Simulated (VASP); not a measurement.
# NaPt2BrO2 (P-3m1) in VASP: notebook

Runs on NaPt2BrO2. Level: PBE. Tasks: single point.

All numbers are computed with VASP 6.6.1; they aren't measurements. Logs are shortened: lines on timing, memory, paths and dates and some standing lists are left out, and cuts for length are marked.

### Step 1. The cell of the first run

Symmetry: P-3m1, No. 164, trigonal system. The conventional cell has a = 3.486 Å, b = 3.486 Å, c = 8.449 Å, α = 90.00°, β = 90.00°, γ = 120.00°. Na (site symmetry -3m) has 6 O at 2.51 Å and 6 Pt at 3.17 Å within 3.3 Å. Pt (site symmetry 3m) has 3 O at 2.23 Å and 3 Br at 2.68 Å within 2.9 Å. Br (site symmetry -3m) has 6 Pt at 2.68 Å and 6 O at 3.39 Å and 6 Br at 3.49 Å within 3.5 Å. O (site symmetry 3m) has 3 Pt at 2.23 Å and 3 Na at 2.51 Å within 2.9 Å.

### Step 2. Single point, PBE

Contents of INCAR:

```
SYSTEM = NaPt2BrO2
PREC = Accurate
ENCUT = 600
EDIFF = 1E-6
ISMEAR = 0
SIGMA = 0.15
LREAL = .False.
LASPH = .True.
NELM = 120
ALGO = Normal
ISIF = 2
LWAVE = .False.
LCHARG = .True.
GGA = PE
LELF = .True.
LVHAR = .True.
NBANDS = 32
GGA_COMPAT = .False.
```

Contents of KPOINTS:

```
regular mesh
0
Gamma
  4 4 2
  0 0 0
```

Contents of POSCAR:

```
NaPt2BrO2
1.0
    3.4857118856      0.0000000025      0.0000000000
   -1.7428559450      3.0187150419      0.0000000000
    0.0000000000      0.0000000000      8.4486106512
Na Pt Br O
1 2 1 2
Direct
    0.0000000000      0.0000000000      0.0000000000
    0.6666666667      0.3333333333      0.2903233334
    0.3333333333      0.6666666667      0.7096766666
    0.0000000000      0.0000000000      0.5000000000
    0.6666666667      0.3333333333      0.8232565455
    0.3333333333      0.6666666667      0.1767434545
```

Potentials or basis: VASP PAW PBE potentials, release 64 (Na_pv, Pt, Br, O).

Launch:

```console
> cat potpaw_PBE.64/Na_pv/POTCAR potpaw_PBE.64/Pt/POTCAR potpaw_PBE.64/Br/POTCAR potpaw_PBE.64/O/POTCAR > POTCAR
> mpirun -np 1 vasp_std > vasp.out
```

OUTCAR:

```text
SYSTEM = NaPt2BrO2
   PREC = Accurate
   ENCUT = 600
   EDIFF = 1E-6
   ISMEAR = 0
   LREAL = .False.
   LASPH = .True.
   NELM = 120
   ISIF = 2
   GGA = PE

 ion  position               nearest neighbor table
   1  0.000  0.000  0.000-
   2  0.667  0.333  0.290-   6 2.23   6 2.23   6 2.23   4 2.68   4 2.68   4 2.68
   3  0.333  0.667  0.710-   5 2.23   5 2.23   5 2.23   4 2.68   4 2.68   4 2.68
   4  0.000  0.000  0.500-   2 2.68   3 2.68   3 2.68   2 2.68   2 2.68   3 2.68
   5  0.667  0.333  0.823-   3 2.23   3 2.23   3 2.23
   6  0.333  0.667  0.177-   2 2.23   2 2.23   2 2.23

  LATTYP: Found a hexagonal cell.
 ALAT       =     3.4857118856
 C/A-ratio  =     2.4237834131

  Lattice vectors:

 A1 = (   3.4857118856,   0.0000000025,   0.0000000000)
 A2 = (  -1.7428559450,   3.0187150419,   0.0000000000)
 A3 = (   0.0000000000,   0.0000000000,   8.4486106512)

Analysis of symmetry for initial positions (statically):
=====================================================================
 Subroutine PRICEL returns:
 Original cell was already a primitive cell.

 Routine SETGRP: Setting up the symmetry group for a
 hexagonal supercell.

 Subroutine GETGRP returns: Found 12 space group operations
 (whereof 12 operations were pure point group operations)
 out of a pool of 24 trial point group operations.

The static configuration has the point symmetry D_3d.

Analysis of symmetry for dynamics (positions and initial velocities):
=====================================================================
 Subroutine PRICEL returns:
 Original cell was already a primitive cell.

 Routine SETGRP: Setting up the symmetry group for a
 hexagonal supercell.

 Subroutine GETGRP returns: Found 12 space group operations
 (whereof 12 operations were pure point group operations)
 out of a pool of 24 trial point group operations.

The dynamic configuration has the point symmetry D_3d.

 Subroutine INISYM returns: Found 12 space group operations
 (whereof 12 operations are pure point group operations),
 and found     1 'primitive' translations

----------------------------------------------------------------------------------------

                                     Primitive cell

  volume of cell :      88.8994

  direct lattice vectors                    reciprocal lattice vectors
     3.485711886  0.000000003  0.000000000     0.286885443  0.165633388  0.000000000
    -1.742855945  3.018715042  0.000000000    -0.000000000  0.331266776  0.000000000
     0.000000000  0.000000000  8.448610651     0.000000000  0.000000000  0.118362656

  length of vectors
     3.485711886  3.485711886  8.448610651     0.331266776  0.331266776  0.118362656

  position of ions in fractional coordinates (direct lattice)
     0.000000000  0.000000000  0.000000000
     0.666666667  0.333333333  0.290323333
     0.333333333  0.666666667  0.709676667
     0.000000000  0.000000000  0.500000000
     0.666666667  0.333333333  0.823256546
     0.333333333  0.666666667  0.176743454

  ion indices of the primitive-cell ions
   primitive index   ion index
                 1           1
                 2           2
                 3           3
                 4           4
                 5           5
                 6           6

----------------------------------------------------------------------------------------

 KPOINTS: regular mesh

Automatic generation of k-mesh.
 Grid dimensions read from file:
 generate k-points for:    4    4    2

 Generating k-lattice:

  Cartesian coordinates                     Fractional coordinates (reciprocal lattice)
     0.071721361  0.041408347  0.000000000     0.250000000  0.000000000  0.000000000
    -0.000000000  0.082816694  0.000000000     0.000000000  0.250000000  0.000000000
     0.000000000  0.000000000  0.059181328     0.000000000  0.000000000  0.500000000

  Length of vectors
     0.082816694  0.082816694  0.059181328

  Shift w.r.t. Gamma in fractional coordinates (k-lattice)
     0.000000000  0.000000000  0.000000000

 Subroutine IBZKPT returns following result:
 ===========================================

 Found      8 irreducible k-points:

 Following reciprocal coordinates:
            Coordinates               Weight
  0.000000  0.000000  0.000000      1.000000
  0.250000  0.000000  0.000000      6.000000
  0.500000  0.000000  0.000000      3.000000
  0.250000  0.250000  0.000000      6.000000
  0.000000  0.000000  0.500000      1.000000
  0.250000  0.000000  0.500000      6.000000
  0.500000  0.000000  0.500000      3.000000
  0.250000  0.250000  0.500000      6.000000
   k-points           NKPTS =      8   k-points in BZ     NKDIM =      8   number of bands    NBANDS=     32
   number of dos      NEDOS =    301   number of ions     NIONS =      6
   total plane-waves  NPLWV =  54880
   dimension x,y,z NGX =    28 NGY =   28 NGZ =   70
   dimension x,y,z NGXF=    56 NGYF=   56 NGZF=  140
   ions per type =               1   2   1   2
   NGX,Y,Z   is equivalent  to a cutoff of  13.35, 13.35, 13.77 a.u.
   NGXF,Y,Z  is equivalent  to a cutoff of  26.71, 26.71, 27.55 a.u.
 SYSTEM =  NaPt2BrO2
   PREC   = accura    normal or accurate (medium, high low for compatibility)
   ISTART =      0    job   : 0-new  1-cont  2-samecut
   ICHARG =      2    charge: 1-file 2-atom 10-const
   ISPIN  =      1    spin polarized calculation?
   LNONCOLLINEAR =      F non collinear calculations
   LSORBIT =      F    spin-orbit coupling
   LASPH  =      T    aspherical Exc in radial PAW
   ENCUT  =  600.0 eV  44.10 Ry    6.64 a.u.   6.96  6.96 16.87*2*pi/ulx,y,z
   NELM   =    120;   NELMIN=  2; NELMDL= -5     # of ELM steps
   EDIFF  = 0.1E-05   stopping-criterion for ELM
   LREAL  =      F    real-space projection
   EDIFFG = 0.1E-04   stopping-criterion for IOM
   NSW    =      0    number of steps for IOM
   IBRION =     -1    ionic relax: 0-MD 1-quasi-New 2-CG
   NFREE  =      0    steps in history (QN), initial steepest desc. (CG)
   ISIF   =      2    stress and relaxation
   ISYM   =      2    0-nonsym 1-usesym 2-fastsym
   POTIM  = 0.5000    time-step for ionic-motion
   TEBEG  =    0.0;   TEEND  =   0.0 temperature during run
   PSTRESS=    0.0 pullay stress
   NELECT =      46.0000    total number of electrons
   NUPDOWN=      -1.0000    fix difference up-down
   EMIN   =  10.00;   EMAX   =-10.00  energy-range for DOS
   EFERMI =   0.00;   METHOD = LEGACY
   ISMEAR =     0;   SIGMA  =   0.15  broadening in eV -4-tet -1-fermi 0-gaus
   EFERMI_NEDOS =   21; number of points for ismear=-14 and -15
   IALGO  =     38    algorithm
   IMIX   =      4    mixing-type and parameters
     AMIX     =   0.40;   BMIX     =  1.00
     AMIX_MAG =   1.60;   BMIX_MAG =  1.00
  volume/ion in A,a.u.               =      14.82        99.99
  Fermi-wavevector in a.u.,A,eV,Ry     =   1.314300  2.483667 23.502489  1.727384
  Thomas-Fermi vector in A             =   2.444562
   LORBIT       =      0    0 simple, 1 ext, 2 COOP (PROOUT), +10 PAW based schemes
   GGA     = PE    functional components
   LHFCALC =     F    Hartree Fock is set to
   AEXX    =    0.0000 exact exchange contribution
   IVDW    =     0    specifies the selected vdW correction
   LEPSILON=     F    determine dielectric tensor
   LRPA    =     F    only Hartree local field effects (RPA)
 non-spin polarized calculation
 Gauss-broadening in eV      SIGMA  =   0.15
  energy-cutoff  :      600.00
  volume of cell :       88.90
 maximum number of plane-waves:      2981
 NGX is ok and might be reduce to    28
   NGX = 13   NGY = 13   NGZ = 33

 number of electron      46.0000009 magnetization

 Free energy of the ion-electron system (eV)
  ---------------------------------------------------
  ext. energy  EPLUGINS =         0.00000000
  ---------------------------------------------------
  free energy    TOTEN  =       -25.84784666 eV

  energy without entropy =      -25.73744977  energy(sigma->0) =      -25.79264821

 E-fermi :   5.8181     XC(G=0): -10.9995

 val. band max:        5.8125822009   @ k =   0.2500   0.0000   0.5000
 cond. band min:       5.8480992509   @ k =   0.2500   0.2500   0.5000
 fundamental gap:      0.0355170500
 Fermi energy:         5.8181120791

 k-point     1 :       0.0000    0.0000    0.0000
  band No.  band energies     occupation
      1     -17.1066      2.00000
      2     -17.0231      2.00000
      3     -17.0231      2.00000
      4     -12.6433      2.00000
      5     -12.3250      2.00000
      6     -11.5973      2.00000
[... 24 lines left out ...]
     31      14.7770      0.00000
     32      15.0298      0.00000

 k-point     2 :       0.2500    0.0000    0.0000
  band No.  band energies     occupation
      1     -17.0901      2.00000
      2     -17.0636      2.00000
      3     -17.0304      2.00000
      4     -12.3697      2.00000
      5     -12.2332      2.00000
      6     -11.3898      2.00000
[... 24 lines left out ...]
     31      14.3421      0.00000
     32      15.8129      0.00000

 k-point     3 :       0.5000    0.0000    0.0000
  band No.  band energies     occupation
      1     -17.1051      2.00000
      2     -17.0715      2.00000
      3     -17.0377      2.00000
      4     -12.1646      2.00000
      5     -12.1448      2.00000
      6     -11.0441      2.00000
[... 24 lines left out ...]
     31      14.6450      0.00000
     32      15.0489      0.00000

 k-point     4 :       0.2500    0.2500    0.0000
  band No.  band energies     occupation
      1     -17.0873      2.00000
      2     -17.0737      2.00000
      3     -17.0535      2.00000
      4     -12.1644      2.00000
      5     -12.1463      2.00000
      6     -11.0501      2.00000
[... 24 lines left out ...]
     31      13.7407      0.00000
     32      15.1288      0.00000

 k-point     5 :       0.0000    0.0000    0.5000
  band No.  band energies     occupation
      1     -17.1067      2.00000
      2     -17.0231      2.00000
      3     -17.0231      2.00000
      4     -12.5266      2.00000
      5     -12.4741      2.00000
      6     -11.5633      2.00000
[... 24 lines left out ...]
     31      14.7641      0.00000
     32      15.6442      0.00000

 k-point     6 :       0.2500    0.0000    0.5000
  band No.  band energies     occupation
      1     -17.0901      2.00000
      2     -17.0636      2.00000
      3     -17.0304      2.00000
      4     -12.3190      2.00000
      5     -12.2889      2.00000
      6     -11.3847      2.00000
[... 24 lines left out ...]
     31      15.0326      0.00000
     32      15.8617      0.00000

 k-point     7 :       0.5000    0.0000    0.5000
  band No.  band energies     occupation
      1     -17.1050      2.00000
      2     -17.0715      2.00000
      3     -17.0377      2.00000
      4     -12.1642      2.00000
      5     -12.1452      2.00000
      6     -11.0439      2.00000
[... 24 lines left out ...]
     31      14.1013      0.00000
     32      14.7338      0.00000

 k-point     8 :       0.2500    0.2500    0.5000
  band No.  band energies     occupation
      1     -17.0873      2.00000
      2     -17.0737      2.00000
      3     -17.0535      2.00000
      4     -12.1612      2.00000
      5     -12.1495      2.00000
      6     -11.0502      2.00000
[... 24 lines left out ...]
     31      13.9477      0.00000
     32      14.8364      0.00000

------------------------ aborting loop because EDIFF is reached ----------------------------------------

  FORCE on cell =-STRESS in cart. coord.  units (eV):
  Direction    XX          YY          ZZ          XY          YZ          ZX
  --------------------------------------------------------------------------------------
  -------------------------------------------------------------------------------------
  Total        0.0061787      0.0061787      0.3801885     -0.0000000      0.0000000      0.0000000
  in kB        0.1113541      0.1113541      6.8518934     -0.0000000      0.0000000      0.0000000
  external PRESSURE =       2.3582006 kB  Pullay stress =       0.0000000 kB

 VOLUME and BASIS-vectors are now :
 -----------------------------------------------------------------------------
  energy-cutoff  :      600.00
  volume of cell :       88.90
      direct lattice vectors                 reciprocal lattice vectors
     3.485711886  0.000000003  0.000000000     0.286885443  0.165633388  0.000000000
    -1.742855945  3.018715042  0.000000000    -0.000000000  0.331266776  0.000000000
     0.000000000  0.000000000  8.448610651     0.000000000  0.000000000  0.118362656

 POSITION                                       TOTAL-FORCE (eV/Angst)
 -----------------------------------------------------------------------------------
      0.00000      0.00000      0.00000         0.000000     -0.000000      0.000000
      1.74286      1.00624      2.45283         0.000000     -0.000000     -0.022298
     -0.00000      2.01248      5.99578         0.000000      0.000000      0.022298
      0.00000      0.00000      4.22431         0.000000     -0.000000      0.000000
      1.74286      1.00624      6.95537         0.000000     -0.000000     -0.024357
     -0.00000      2.01248      1.49324        -0.000000      0.000000      0.024357
 -----------------------------------------------------------------------------------
    total drift:                               -0.000000     -0.000000      0.000000

  FREE ENERGIE OF THE ION-ELECTRON SYSTEM (eV)
  ---------------------------------------------------
  free  energy   TOTEN  =       -25.8478466625 eV

  energy  without entropy=      -25.7374497669  energy(sigma->0) =      -25.79264821
```

Wall time 72 s (1 thread of Intel Xeon 8259CL, shared host); peak memory 0.24 GiB.

What came out:

| Property | Result |
| --- | --- |
| Free energy | -25.8478 eV |
| Pressure | 0.2 GPa |
| Largest force | 0.024 eV/Å |
| Band gap on the k mesh | zero (band 23 reaches 5.92 eV, above the bottom of band 24 at 5.81 eV) |

Forces in eV/Å, atoms in the order of the input:
```
Na   0.000  0.000  0.000
Pt   0.000  0.000 -0.022
Pt   0.000  0.000  0.022
Br   0.000  0.000  0.000
O    0.000  0.000 -0.024
O    0.000  0.000  0.024
```

Caveat: the k points lie up to 0.52 Å⁻¹ apart; spin-orbit coupling is left out, which moves the levels of the heavy elements.

[end of part 1 of 2]
